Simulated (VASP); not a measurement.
# Se (P3_221) in VASP: single point with PBEsol

Aim: the single point of Se with PBEsol.

Program: VASP 6.6.1. These are calculated values, not measurements. Logs are shortened: lines on timing, memory, paths and dates and some standing lists are left out, and cuts for length are marked.

## Step 1: The cell of the first run

Symmetry: P3_221, No. 154, trigonal system. The conventional cell has a = 3.966 Å, b = 3.966 Å, c = 5.275 Å, α = 90.00°, β = 90.00°, γ = 120.00°. Se (site symmetry 2) has 6 Se at 2.55 to 3.09 Å within 3.4 Å.

## Step 2: Single point, PBEsol (Te replaced by Se, lengths x 0.922, strained)

Contents of INCAR:

```
SYSTEM = Se
ALGO = Normal
EDIFF = 1E-6
ENCUT = 520
GGA = PS
ISIF = 2
ISMEAR = 0
LASPH = .True.
LCHARG = .True.
LELF = .True.
LREAL = .False.
LVHAR = .True.
LWAVE = .False.
NBANDS = 16
NELM = 100
PREC = Accurate
SIGMA = 0.01
```

Contents of KPOINTS:

```
k-points
0
Gamma
  12 12 8
  0 0 0
```

Contents of POSCAR:

```
Se
1.0
    3.9661019327      0.0000000000      0.0000000000
   -1.9830509663      3.4347450277      0.0000000000
    0.0000000000      0.0000000000      5.2753679891
Se
3
Direct
    0.2690000000      0.0000000000      0.1666666667
    0.0000000000      0.2690000000      0.8333333333
    0.7310000000      0.7310000000      0.5000000000
```

Potentials or basis: VASP PAW PBE potentials, release 64 (Se).

On the command line:

```
cat potpaw_PBE.64/Se/POTCAR > POTCAR
mpirun -np 1 vasp_std > vasp.out
```

OUTCAR:

```text
SYSTEM = Se
   EDIFF = 1E-6
   ENCUT = 520
   GGA = PS
   ISIF = 2
   ISMEAR = 0
   LASPH = .True.
   LREAL = .False.
   NELM = 100
   PREC = Accurate

 ion  position               nearest neighbor table
   1  0.269  0.000  0.167-   3 2.55   2 2.55
   2  0.000  0.269  0.833-   3 2.55   1 2.55
   3  0.731  0.731  0.500-   2 2.55   1 2.55

  LATTYP: Found a hexagonal cell.
 ALAT       =     3.9661019327
 C/A-ratio  =     1.3301140714

  Lattice vectors:

 A1 = (   3.9661019327,   0.0000000000,   0.0000000000)
 A2 = (  -1.9830509663,   3.4347450277,   0.0000000000)
 A3 = (   0.0000000000,   0.0000000000,   5.2753679891)

Analysis of symmetry for initial positions (statically):
=====================================================================
 Subroutine PRICEL returns:
 Original cell was already a primitive cell.

 Routine SETGRP: Setting up the symmetry group for a
 hexagonal supercell.

 Subroutine GETGRP returns: Found  6 space group operations
 (whereof  2 operations were pure point group operations)
 out of a pool of 24 trial point group operations.

The static configuration has the point symmetry C_2 .
 The point group associated with its full space group is D_3 .

Analysis of symmetry for dynamics (positions and initial velocities):
=====================================================================
 Subroutine PRICEL returns:
 Original cell was already a primitive cell.

 Routine SETGRP: Setting up the symmetry group for a
 hexagonal supercell.

 Subroutine GETGRP returns: Found  6 space group operations
 (whereof  2 operations were pure point group operations)
 out of a pool of 24 trial point group operations.

The dynamic configuration has the point symmetry C_2 .
 The point group associated with its full space group is D_3 .

 Subroutine INISYM returns: Found  6 space group operations
 (whereof  2 operations are pure point group operations),
 and found     1 'primitive' translations

----------------------------------------------------------------------------------------

                                     Primitive cell

  volume of cell :      71.8640

  direct lattice vectors                    reciprocal lattice vectors
     3.966101933  0.000000000  0.000000000     0.252136737  0.145571213  0.000000000
    -1.983050966  3.434745028  0.000000000     0.000000000  0.291142426  0.000000000
     0.000000000  0.000000000  5.275367989     0.000000000  0.000000000  0.189560236

  length of vectors
     3.966101933  3.966101933  5.275367989     0.291142426  0.291142426  0.189560236

[... 85 lines left out ...]
   NSW    =      0    number of steps for IOM
   IBRION =     -1    ionic relax: 0-MD 1-quasi-New 2-CG
   NFREE  =      0    steps in history (QN), initial steepest desc. (CG)
   ISIF   =      2    stress and relaxation
   ISYM   =      2    0-nonsym 1-usesym 2-fastsym
   POTIM  = 0.5000    time-step for ionic-motion
   TEBEG  =    0.0;   TEEND  =   0.0 temperature during run
   PSTRESS=    0.0 pullay stress
   NELECT =      18.0000    total number of electrons
   NUPDOWN=      -1.0000    fix difference up-down
   EMIN   =  10.00;   EMAX   =-10.00  energy-range for DOS
   EFERMI =   0.00;   METHOD = LEGACY
   ISMEAR =     0;   SIGMA  =   0.01  broadening in eV -4-tet -1-fermi 0-gaus
   EFERMI_NEDOS =   21; number of points for ismear=-14 and -15
   IALGO  =     38    algorithm
   IMIX   =      4    mixing-type and parameters
     AMIX     =   0.40;   BMIX     =  1.00
     AMIX_MAG =   1.60;   BMIX_MAG =  1.00
  volume/ion in A,a.u.               =      23.95       161.65
  Fermi-wavevector in a.u.,A,eV,Ry     =   1.031958  1.950118 14.489347  1.064937
  Thomas-Fermi vector in A             =   2.166132
   LORBIT       =      0    0 simple, 1 ext, 2 COOP (PROOUT), +10 PAW based schemes
   GGA     = PS    functional components
   LHFCALC =     F    Hartree Fock is set to
   AEXX    =    0.0000 exact exchange contribution
   IVDW    =     0    specifies the selected vdW correction
   LEPSILON=     F    determine dielectric tensor
   LRPA    =     F    only Hartree local field effects (RPA)
 non-spin polarized calculation
 Gauss-broadening in eV      SIGMA  =   0.01
  energy-cutoff  :      520.00
  volume of cell :       71.86
 maximum number of plane-waves:      1958
 NGX is ok and might be reduce to    30
   NGX = 15   NGY = 15   NGZ = 19

 number of electron      18.0000002 magnetization

 Free energy of the ion-electron system (eV)
  ---------------------------------------------------
  ext. energy  EPLUGINS =         0.00000000
  ---------------------------------------------------
  free energy    TOTEN  =       -11.48224674 eV

  energy without entropy =      -11.48224674  energy(sigma->0) =      -11.48224674

 E-fermi :   3.8959     XC(G=0):  -9.7760

 val. band max:        3.8416282120   @ k =   0.3333   0.3333   0.5000
 cond. band min:       4.0073778943   @ k =   0.3333   0.3333   0.5000
 fundamental gap:      0.1657496823
 Fermi energy:         3.8958571496

 k-point     1 :       0.0000    0.0000    0.0000
  band No.  band energies     occupation
      1     -11.9703      2.00000
      2      -8.1742      2.00000
      3      -8.1742      2.00000
      4       0.4973      2.00000
      5       0.7299      2.00000
      6       0.7299      2.00000
[... 433 lines left out ...]
      3      -7.5210      2.00000
      4      -0.6708      2.00000
      5       0.1652      2.00000
      6       0.4659      2.00000
[... 8 lines left out ...]
     15      11.4723      0.00000
     16      11.7197      0.00000

 [... further k-points ...]

------------------------ aborting loop because EDIFF is reached ----------------------------------------

  FORCE on cell =-STRESS in cart. coord.  units (eV):
  Direction    XX          YY          ZZ          XY          YZ          ZX
  --------------------------------------------------------------------------------------
  -------------------------------------------------------------------------------------
  Total       -1.2379529     -1.2379529     -2.1519486     -0.0000000      0.0000000      0.0000000
  in kB      -27.5996501    -27.5996501    -47.9768063     -0.0000000      0.0000000      0.0000000
  external PRESSURE =     -34.3920355 kB  Pullay stress =       0.0000000 kB

 VOLUME and BASIS-vectors are now :
 -----------------------------------------------------------------------------
  energy-cutoff  :      520.00
  volume of cell :       71.86
      direct lattice vectors                 reciprocal lattice vectors
     3.966101933  0.000000000  0.000000000     0.252136737  0.145571213  0.000000000
    -1.983050966  3.434745028  0.000000000     0.000000000  0.291142426  0.000000000
     0.000000000  0.000000000  5.275367989     0.000000000  0.000000000  0.189560236

 POSITION                                       TOTAL-FORCE (eV/Angst)
 -----------------------------------------------------------------------------------
      1.06688      0.00000      0.87923        -0.511847     -0.000000     -0.000000
     -0.53344      0.92395      4.39614         0.255923     -0.443272      0.000000
      1.44961      2.51080      2.63768         0.255923      0.443272     -0.000000
 -----------------------------------------------------------------------------------
    total drift:                                0.000000      0.000000     -0.000000

  FREE ENERGIE OF THE ION-ELECTRON SYSTEM (eV)
  ---------------------------------------------------
  free  energy   TOTEN  =       -11.4822467387 eV

  energy  without entropy=      -11.4822467387  energy(sigma->0) =      -11.48224674
```

OSZICAR:

```text
N       E                     dE             d eps       ncg     rms          rms(c)
DAV:   1     0.766721365946E+02    0.76672E+02   -0.73940E+03  4192   0.952E+02
DAV:   2    -0.680622943052E+01   -0.83478E+02   -0.79541E+02  5576   0.155E+02
DAV:   3    -0.115088364048E+02   -0.47026E+01   -0.46857E+01  5168   0.410E+01
DAV:   4    -0.115373888907E+02   -0.28552E-01   -0.28548E-01  5728   0.379E+00
DAV:   5    -0.115375546078E+02   -0.16572E-03   -0.16571E-03  5360   0.283E-01    0.637E+00
DAV:   6    -0.114967785597E+02    0.40776E-01   -0.23002E-02  5424   0.961E-01    0.387E+00
DAV:   7    -0.114827989267E+02    0.13980E-01   -0.45545E-02  4928   0.131E+00    0.166E-01
DAV:   8    -0.114822090466E+02    0.58988E-03   -0.64565E-03  4800   0.476E-01    0.905E-02
DAV:   9    -0.114822495943E+02   -0.40548E-04   -0.18014E-04  6056   0.906E-02    0.291E-02
DAV:  10    -0.114822464785E+02    0.31158E-05   -0.20684E-05  5280   0.293E-02    0.455E-03
DAV:  11    -0.114822467387E+02   -0.26023E-06   -0.28449E-06  5560   0.100E-02
   1 F= -.11482247E+02 E0= -.11482247E+02  d E =-.331431E-17
```

stdout:

```text
POSCAR found type information on POSCAR Se
 POSCAR found :  1 types and       3 ions
 scaLAPACK will be used
 -----------------------------------------------------------------------------
|                                                                             |
|                                                                             |
|     You enforced a specific xc type in the INCAR file but a different       |
|     I HOPE YOU KNOW WHAT YOU ARE DOING!                                     |
|                                                                             |
 -----------------------------------------------------------------------------

 LDA part: xc-table for (Slater+PW92), standard interpolation
 POSCAR, INCAR and KPOINTS ok, starting setup
 FFT: planning ... GRIDC
 FFT: planning ... GRID_SOFT
 FFT: planning ... GRID
 WAVECAR not read
 entering main loop
```

Run time: 97 s. Hardware: 1 thread of Intel Xeon Platinum 8488C (Sapphire Rapids), shared host; peak memory 0.25 GiB.

What came out:

| Item | Value |
| --- | --- |
| Free energy | -11.4822 eV |
| Pressure | -3.4 GPa |
| Largest force | 0.512 eV/Å |
| Band gap on the k mesh | 0.17 eV |

Forces in eV/Å, atoms in the order of the input:
```
Se  -0.512  0.000  0.000
Se   0.256 -0.443  0.000
Se   0.256  0.443  0.000
```

Caveat: the cell differs from its parent crystal (Te replaced by Se, lengths x 0.922, strained); the cell stands under tension; semilocal functionals underestimate gaps, and a narrow one can read as zero; the PAW data sets were made with another functional, which shifts forces and pressure a little. A k mesh can miss the band edges.
